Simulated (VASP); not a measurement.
# Si16CO in VASP: notebook

Si16CO is run at these levels: PBE; tasks: single point.

Program: VASP 6.6.1. These are calculated values, not measurements. Logs are shortened: lines on timing, memory, paths and dates and some standing lists are left out, and cuts for length are marked.

## 1. The cell of the first run

The cell holds a slab with vacuum, 18 atoms: a = 7.735 Å, b = 7.735 Å, c = 22.112 Å, α = 90.00°, β = 90.00°, γ = 90.00°.

## 2. Single point, PBE

Input file INCAR:

```
ALGO     = Normal         # electronic algorithm
DIPOL    = 0.5 0.5 0.282
EDIFF    = 1E-6           # SCF threshold, eV
ENCUT    = 520            # plane-wave cutoff, eV
GGA      = PE             # functional
IDIPOL   = 3            
ISIF     = 2              # what is computed and relaxed
ISMEAR   = 0              # smearing method
LASPH    = T              # aspherical terms in the spheres
LCHARG   = T              # write CHGCAR
LDIPOL   = T            
LELF     = T              # ELF
LREAL    = Auto         
LVACPOTAV= T            
LVHAR    = T            
LWAVE    = F              # write WAVECAR
NBANDS   = 52             # bands
NELM     = 100            # most SCF steps
PREC     = Accurate       # precision mode
SIGMA    = 0.05           # smearing width, eV
```

Input file KPOINTS:

```
k-points
0
Gamma
  4 4 1
```

Input file POSCAR:

```
Si16CO
1.0
    7.7354121591      0.0000000000      0.0000000000
    0.0000000000      7.7354121591      0.0000000000
    0.0000000000      0.0000000000     22.1119221361
Si C O
16 1 1
Direct
    0.0000000000      0.2500000000      0.1808978874
    0.0000000000      0.7500000000      0.1808978874
    0.5000000000      0.2500000000      0.1808978874
    0.5000000000      0.7500000000      0.1808978874
    0.0000000000      0.0000000000      0.2427396662
    0.0000000000      0.5000000000      0.2427396662
    0.5000000000      0.0000000000      0.2427396662
    0.5000000000      0.5000000000      0.2427396662
    0.2500000000      0.0000000000      0.3062012287
    0.2500000000      0.5000000000      0.3062012287
    0.7500000000      0.0000000000      0.3062012287
    0.7500000000      0.5000000000      0.3062012287
    0.2500000000      0.2500000000      0.3668573942
    0.2500000000      0.7500000000      0.3668573942
    0.7500000000      0.2500000000      0.3668573942
    0.7500000000      0.7500000000      0.3668573942
    0.5000000000      0.7500000000      0.3257031248
    0.5749798444      0.8249798444      0.3627982205
```

Potentials or basis: VASP PAW PBE potentials, release 64 (Si, C, O).

Run with:

```sh
$ cat potpaw_PBE.64/Si/POTCAR potpaw_PBE.64/C/POTCAR potpaw_PBE.64/O/POTCAR > POTCAR
$ mpirun -np 1 vasp_std > vasp.out
```

OUTCAR:

```text
EDIFF = 1E-6
   ENCUT = 520
   GGA = PE
   ISIF = 2
   ISMEAR = 0
   LASPH = T
   LREAL = Auto
   NELM = 100
   PREC = Accurate

 ion  position               nearest neighbor table
   1  0.000  0.250  0.181-   5 2.37   6 2.37
   2  0.000  0.750  0.181-   5 2.37   6 2.37
   3  0.500  0.250  0.181-   7 2.37   8 2.37
   4  0.500  0.750  0.181-   7 2.37   8 2.37
   5  0.000  0.000  0.243-   1 2.37   2 2.37   9 2.39  11 2.39
   6  0.000  0.500  0.243-   1 2.37   2 2.37  10 2.39  12 2.39
   7  0.500  0.000  0.243-   3 2.37   4 2.37   9 2.39  11 2.39
   8  0.500  0.500  0.243-   3 2.37   4 2.37  10 2.39  12 2.39
   9  0.250  0.000  0.306-  13 2.35  14 2.35   5 2.39   7 2.39
  10  0.250  0.500  0.306-  13 2.35  14 2.35   6 2.39   8 2.39
  11  0.750  0.000  0.306-  18 2.29  16 2.35  15 2.35   7 2.39   5 2.39
  12  0.750  0.500  0.306-  15 2.35  16 2.35   6 2.39   8 2.39
  13  0.250  0.250  0.367-   9 2.35  10 2.35
  14  0.250  0.750  0.367-  17 2.14  10 2.35   9 2.35
  15  0.750  0.250  0.367-  11 2.35  12 2.35
  16  0.750  0.750  0.367-  18 1.48  17 2.14  11 2.35  12 2.35
  17  0.500  0.750  0.326-  18 1.16  16 2.14  14 2.14
  18  0.575  0.825  0.363-  17 1.16  16 1.48  11 2.29

  LATTYP: Found a simple tetragonal cell.
 ALAT       =     7.7354121591
 C/A-ratio  =     2.8585318638

  Lattice vectors:

 A1 = (   7.7354121591,   0.0000000000,   0.0000000000)
 A2 = (   0.0000000000,   7.7354121591,   0.0000000000)
 A3 = (   0.0000000000,   0.0000000000,  22.1119221361)

Analysis of symmetry for initial positions (statically):
=====================================================================
 Subroutine PRICEL returns:
 Original cell was already a primitive cell.

 Routine SETGRP: Setting up the symmetry group for a
 simple tetragonal supercell.

 Subroutine GETGRP returns: Found  1 space group operations
 (whereof  1 operations were pure point group operations)
 out of a pool of 16 trial point group operations.

The static configuration has the point symmetry C_1 .

Analysis of symmetry for dynamics (positions and initial velocities):
=====================================================================
 Subroutine PRICEL returns:
 Original cell was already a primitive cell.

 Routine SETGRP: Setting up the symmetry group for a
 simple tetragonal supercell.

 Subroutine GETGRP returns: Found  1 space group operations
 (whereof  1 operations were pure point group operations)
 out of a pool of 16 trial point group operations.

The dynamic configuration has the point symmetry C_1 .

 Subroutine INISYM returns: Found  1 space group operations
 (whereof  1 operations are pure point group operations),
[... 127 lines left out ...]
   EFERMI =   0.00;   METHOD = LEGACY
   ISMEAR =     0;   SIGMA  =   0.05  broadening in eV -4-tet -1-fermi 0-gaus
   EFERMI_NEDOS =   21; number of points for ismear=-14 and -15
   IALGO  =     38    algorithm
   IMIX   =      4    mixing-type and parameters
     AMIX     =   0.40;   BMIX     =  1.00
     AMIX_MAG =   1.60;   BMIX_MAG =  1.00
  volume/ion in A,a.u.               =      73.51       496.04
  Fermi-wavevector in a.u.,A,eV,Ry     =   0.626067  1.183095  5.332941  0.391960
  Thomas-Fermi vector in A             =   1.687191
   LORBIT       =      0    0 simple, 1 ext, 2 COOP (PROOUT), +10 PAW based schemes
   GGA     = PE    functional components
   LHFCALC =     F    Hartree Fock is set to
   AEXX    =    0.0000 exact exchange contribution
   IVDW    =     0    specifies the selected vdW correction
   LEPSILON=     F    determine dielectric tensor
   LRPA    =     F    only Hartree local field effects (RPA)
 non-spin polarized calculation
 Gauss-broadening in eV      SIGMA  =   0.05
  energy-cutoff  :      520.00
  volume of cell :     1323.10
 maximum number of plane-waves:     35688
 NGX is ok and might be reduce to    60
   NGX = 29   NGY = 29   NGZ = 83

 dipolmoment           0.000000      0.000000      0.268251 electrons x Angstroem

 number of electron      73.9999998 magnetization

 dipolmoment           0.000000      0.000000     -0.058545 electrons x Angstroem

 Free energy of the ion-electron system (eV)
  ---------------------------------------------------
  ext. energy  EPLUGINS =         0.00000000
  ---------------------------------------------------
  free energy    TOTEN  =       -82.41188464 eV

  energy without entropy =      -82.39686455  energy(sigma->0) =      -82.40437459

 E-fermi :  -2.3353     XC(G=0):  -3.2455

 val. band max:       -2.3388531208   @ k =   0.0000   0.5000   0.0000
 cond. band min:      -2.3352116638   @ k =  -0.2500   0.2500   0.0000
 fundamental gap:      0.0036414570
 Fermi energy:        -2.3353323209

 k-point     1 :       0.0000    0.0000    0.0000
  band No.  band energies     occupation
      1     -29.6860      2.00000
      2     -16.6568      2.00000
      3     -13.5405      2.00000
      4     -13.2720      2.00000
      5     -12.9338      2.00000
      6     -11.6349      2.00000
[... 509 lines left out ...]
     48       1.5679      0.00000
     49       1.5749      0.00000
 [bands above 49 left out]

------------------------ aborting loop because EDIFF is reached ----------------------------------------

  FORCE on cell =-STRESS in cart. coord.  units (eV):
  Direction    XX          YY          ZZ          XY          YZ          ZX
  --------------------------------------------------------------------------------------
  -------------------------------------------------------------------------------------
  Total       17.9814603      4.0368814      7.5972636      1.9804644      2.8533080      5.8625857
  in kB       21.7741959      4.8883598      9.1997148      2.3981935      3.4551414      7.0991504
  external PRESSURE =      11.9540902 kB  Pullay stress =       0.0000000 kB

 VOLUME and BASIS-vectors are now :
 -----------------------------------------------------------------------------
  energy-cutoff  :      520.00
  volume of cell :     1323.10
      direct lattice vectors                 reciprocal lattice vectors
     7.735412159  0.000000000  0.000000000     0.129275594  0.000000000  0.000000000
     0.000000000  7.735412159  0.000000000     0.000000000  0.129275594  0.000000000
     0.000000000  0.000000000 22.111922136     0.000000000  0.000000000  0.045224472

 POSITION                                       TOTAL-FORCE (eV/Angst)
 -----------------------------------------------------------------------------------
      0.00000      1.93385      4.00000        -0.008979      0.010698      0.182418
      0.00000      5.80156      4.00000         0.040070      0.017112      0.212710
      3.86771      1.93385      4.00000         0.040753     -0.044577     -0.084326
      3.86771      5.80156      4.00000         0.040907     -0.059700      0.555801
      0.00000      0.00000      5.36744         0.057192      0.132766     -0.275290
      0.00000      3.86771      5.36744        -0.066836      0.021922     -0.289649
[... 10 lines left out ...]
      3.86771      5.80156      7.20192        -7.990928     -5.031744     -7.245102
      4.44771      6.38156      8.02217        -5.954956      8.819584      8.073672
 -----------------------------------------------------------------------------------
    total drift:                               -0.001136     -0.001133      0.020399

  FREE ENERGIE OF THE ION-ELECTRON SYSTEM (eV)
  ---------------------------------------------------
  free  energy   TOTEN  =       -82.4118846355 eV

  energy  without entropy=      -82.3968645491  energy(sigma->0) =      -82.40437459

 vacuum level on the upper side and lower side of the slab         2.695         2.872
```

OSZICAR:

```text
N       E                     dE             d eps       ncg     rms          rms(c)
DAV:   1     0.453944647540E+03    0.45394E+03   -0.22370E+04  1072   0.990E+02
DAV:   2    -0.106690418157E+02   -0.46461E+03   -0.44976E+03  1512   0.187E+02
DAV:   3    -0.818405775982E+02   -0.71172E+02   -0.69062E+02  1376   0.738E+01
[... 18 lines left out ...]
DAV:  22    -0.824118578929E+02   -0.15395E-04   -0.36580E-07   872   0.190E-03    0.825E-04
DAV:  23    -0.824118796638E+02   -0.21771E-04   -0.11306E-06   924   0.188E-03    0.287E-04
DAV:  24    -0.824118826015E+02   -0.29377E-05   -0.84978E-08   776   0.683E-04    0.181E-04
DAV:  25    -0.824118841406E+02   -0.15391E-05   -0.51047E-08   680   0.453E-04    0.113E-04
DAV:  26    -0.824118846355E+02   -0.49494E-06   -0.22578E-08   696   0.295E-04
   1 F= -.82411885E+02 E0= -.82404375E+02  d E =-.150201E-01
```

It took 28 min on 1 thread of Intel Xeon 6975P-C (Granite Rapids), shared host; peak memory 1.3 GiB.

Results:

```
Free energy            : -82.4119 eV
Largest force          : 13.516 eV/Å
Band gap on the k mesh : zero (bands 37 and 38 overlap by 0.15 eV)
```

Forces on the atoms (eV/Å):
```
Si  -0.009  0.011  0.182
Si   0.040  0.017  0.213
Si   0.041 -0.045 -0.084
Si   0.041 -0.060  0.556
Si   0.057  0.133 -0.275
Si  -0.067  0.022 -0.290
Si   0.083  0.170 -0.153
Si  -0.076 -0.346 -0.192
Si  -0.260  0.365 -0.289
Si  -0.324 -0.447 -0.245
Si   1.850  1.663 -1.350
Si  -0.159 -0.609 -0.310
Si   0.000 -0.030  0.153
Si  -0.128 -0.533 -0.275
Si   0.034 -0.027  0.241
Si  12.823 -4.071  1.290
C   -7.991 -5.032 -7.245
O   -5.955  8.820  8.074
```

Levels at points of the mesh, in eV from the Fermi level:
```
           k point  band 34  band 35  band 36  band 37  band 38  band 39  band 40  band 41
(0.00, 0.00, 0.00)    -0.69    -0.30    -0.17    -0.03     0.14     0.32     0.56     0.75
(0.50, 0.00, 0.00)    -0.65    -0.57    -0.28    -0.14     0.39     0.74     0.83     0.89
(0.00, 0.50, 0.00)    -0.58    -0.44    -0.39    -0.13    -0.06    -0.01     0.00     0.41
(0.50, 0.50, 0.00)    -0.38    -0.33    -0.29    -0.08     0.24     0.48     0.63     0.64
```

## 3. Single point, PBE

Input file INCAR:

```
PREC = Accurate ; ENCUT = 520
EDIFF = 1E-7 ; ISMEAR = 0
SIGMA = 0.05 ; LREAL = Auto
LASPH = T ; NELM = 100
ALGO = Normal ; ISIF = 2
LWAVE = F ; LCHARG = T
LDIPOL = T ; IDIPOL = 3
DIPOL = 0.5 0.5 0.282 ; GGA = PE
LELF = T ; LVHAR = T
LVACPOTAV = T ; NBANDS = 52
```

Input file KPOINTS:

```
regular mesh
0
Gamma
  4 4 1
```

Changes to POSCAR since step 2:

```diff
@@ -25,2 +25,2 @@
     0.5000000000      0.7500000000      0.3257031248
-    0.5749798444      0.8249798444      0.3627982205
+    0.4725554722      0.8524243722      0.3627982205
```

Potentials or basis: VASP PAW PBE potentials, release 64 (Si, C, O).

Run with:

```sh
$ cat potpaw_PBE.64/Si/POTCAR potpaw_PBE.64/C/POTCAR potpaw_PBE.64/O/POTCAR > POTCAR
$ mpirun -np 1 vasp_std > vasp.out
```

Run time: 34 min. Hardware: 1 thread of Intel Xeon 6975P-C (Granite Rapids), shared host; peak memory 1.3 GiB.

The run converged. Its results:

```
Free energy            : -84.0256 eV
Largest force          : 9.771 eV/Å
Band gap on the k mesh : zero (bands 37 and 38 overlap by 0.12 eV)
```

Forces on the atoms (eV/Å):
```
Si  -0.021  0.021  0.146
Si  -0.007  0.080  0.243
Si   0.004 -0.055 -0.018
Si  -0.030 -0.009  0.539
Si  -0.059  0.277 -0.245
Si   0.057  0.066 -0.261
Si  -0.017  0.426 -0.562
Si   0.031 -0.518 -0.410
Si  -1.377  0.874 -1.058
Si   0.245 -0.567 -0.360
Si   0.739  0.529 -0.635
Si   0.049 -0.574 -0.306
Si  -0.054  0.002  0.291
Si  -2.010  0.052  0.576
Si   0.058 -0.026  0.219
Si   0.833 -0.336  0.121
C    2.650 -5.668 -6.334
O   -1.090  5.426  8.053
```

Levels at points of the mesh, in eV from the Fermi level:
```
           k point  band 33  band 34  band 35  band 36  band 37  band 38  band 39  band 40  band 41  band 42
(0.00, 0.00, 0.00)    -0.88    -0.69    -0.26    -0.19    -0.11     0.21     0.33     0.54     0.78     1.18
(0.50, 0.00, 0.00)    -0.77    -0.68    -0.64    -0.36    -0.15     0.48     0.75     0.84     0.87     0.98
(0.00, 0.50, 0.00)    -0.64    -0.61    -0.49    -0.25    -0.20    -0.08    -0.02     0.01     0.69     1.46
(0.50, 0.50, 0.00)    -0.52    -0.37    -0.32    -0.31    -0.18     0.48     0.52     0.64     0.77     0.86
```
